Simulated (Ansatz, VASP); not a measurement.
PbO: VASP beside Ansatz

The input INCAR:

```
SYSTEM = PbO
PREC     = Accurate       ! precision mode
ENCUT    = 520            ! plane-wave cutoff, eV
EDIFF    = 1E-6           ! SCF threshold, eV
ISMEAR   = 0              ! smearing method
SIGMA    = 0.01           ! smearing width, eV
LREAL    = .False.        ! projectors in reciprocal space
LASPH    = .True.         ! aspherical terms in the spheres
NELM     = 60             ! most SCF steps
ALGO     = Normal         ! electronic algorithm
ISIF     = 2              ! what is computed and relaxed
LWAVE    = .False.        ! write WAVECAR
LCHARG   = .True.         ! write CHGCAR
GGA      = PE             ! functional
LELF     = .True.         ! ELF
LVHAR    = .True.       
NBANDS   = 28             ! bands
```

KPOINTS

```
Automatic mesh
0
Gamma
  12 12 4
  0 0 0
```

The input POSCAR:

```
PbO
1.0
    4.1968627715      0.0000000000      0.0000000000
   -2.0984313858      3.6345897763      0.0000000000
    0.0000000000      0.0000000000      5.6222891698
Pb O
2 2
Direct
    0.3333333333      0.6666666667     -0.0195315528
    0.6666666667      0.3333333333      0.4804684472
    0.3333333333      0.6666666667      0.3945315528
    0.6666666667      0.3333333333      0.8945315528
```

Input for Ansatz:

```yaml
crystal:
  lattice:
    - [4.1968627715, 0.0, 0.0]
    - [-2.0984313858, 3.6345897763, 0.0]
    - [0.0, 0.0, 5.6222891698]
  atoms:
    - { symbol: Pb, position: [0.3333333333, 0.6666666667, -0.0195315528] }
    - { symbol: Pb, position: [0.6666666667, 0.3333333333, 0.4804684472] }
    - { symbol: O, position: [0.3333333333, 0.6666666667, 0.3945315528] }
    - { symbol: O, position: [0.6666666667, 0.3333333333, 0.8945315528] }
kpoints:
  mp_grid: { grid: [12, 12, 4] }
  band_path:
    path:
      - [0.0, 0.0, 0.0]
      - [0.5, 0.0, 0.0]
      - [0.3333333333, 0.3333333333, 0.0]
      - [0.0, 0.0, 0.5]
      - [0.5, 0.0, 0.5]
      - [0.3333333333, 0.3333333333, 0.5]
      - [0.0, -0.5, 0.40625]
    npoints: 1
hamiltonian:
  xc: pbe
scf:
  occupations: { method: fixed }
  n_extra_bands: 5
output:
  forces: true
  stress: true
  eigenvalues: true
```

Alike in both runs: task single point; functional PBE; k mesh 12 × 12 × 4; no spin polarisation.

|  | VASP | Ansatz |
| --- | --- | --- |
| version | VASP 6.6.1 | Ansatz 0.2.0 |
| potentials or method | VASP PAW PBE potentials, release 64 (Pb_d, O) | plane waves, PAW |
| plane-wave cutoff (eV) | 520 | 420 |
| occupations | gaussian, width 0.01 eV | fixed |
| valence electrons in the cell | 40 | 40 |

Ansatz gave:

```
gap on the k mesh at the Fermi level (eV)                     : 1.87
pressure (GPa)                                                : 2.4
traceless stress, the component that is largest in VASP (GPa) : 0.58
rms of the force components (eV/Å)                            : 0.054
```

Task: Which values does VASP return?

Result: gap on the k mesh at the Fermi level (eV): 1.88; pressure (GPa): 2.4; traceless stress, the component that is largest in VASP (GPa): 0.64; rms of the force components (eV/Å): 0.063.

Atom by atom the forces differ by 0.009 eV/Å (rms over components).

Spin-orbit coupling is off throughout.
